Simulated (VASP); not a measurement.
A run of VASP 6.6.1 is set up as follows.

Contents of INCAR:

```
PREC = Accurate ; ENCUT = 500
EDIFF = 1E-6 ; ISMEAR = 0
SIGMA = 0.2 ; LREAL = False
LASPH = True ; NELM = 120
ALGO = Normal ; ISIF = 2
LWAVE = False ; LCHARG = False
GGA = PE ; NBANDS = 41
GGA_COMPAT = False
```

KPOINTS

```
Automatic mesh
0
Gamma
  3 3 3
```

POSCAR

```
Hf3H
1.0
    5.3401498424      0.0000000000      0.0000000000
    0.0000000000      5.3401498424      0.0000000000
    0.0000000000      0.0000000000      5.3401498424
Hf H
6 2
Direct
    0.2500000000      0.0000000000      0.5000000000
    0.7500000000      0.0000000000      0.5000000000
    0.5000000000      0.2500000000      0.0000000000
    0.5000000000      0.7500000000      0.0000000000
    0.0000000000      0.5000000000      0.2500000000
    0.0000000000      0.5000000000      0.7500000000
    0.0000000000      0.0000000000      0.0000000000
    0.5000000000      0.5000000000      0.5000000000
```

Potentials or basis: VASP PAW PBE potentials, release 64 (Hf_pv, H).

Run with:

```sh
$ cat potpaw_PBE.64/Hf_pv/POTCAR potpaw_PBE.64/H/POTCAR > POTCAR
$ mpirun -np 1 vasp_std > vasp.out
```

(1) What does it give for the pressure?

(2) What does it give for the band gap on the k mesh?

Answers

(1) 0.3 GPa.

(2) zero (band 31 reaches 4.34 eV, above the bottom of band 32 at 3.39 eV).

Caveat: the k points lie up to 0.39 Å⁻¹ apart; spin-orbit coupling is left out, which moves the levels of the heavy elements.
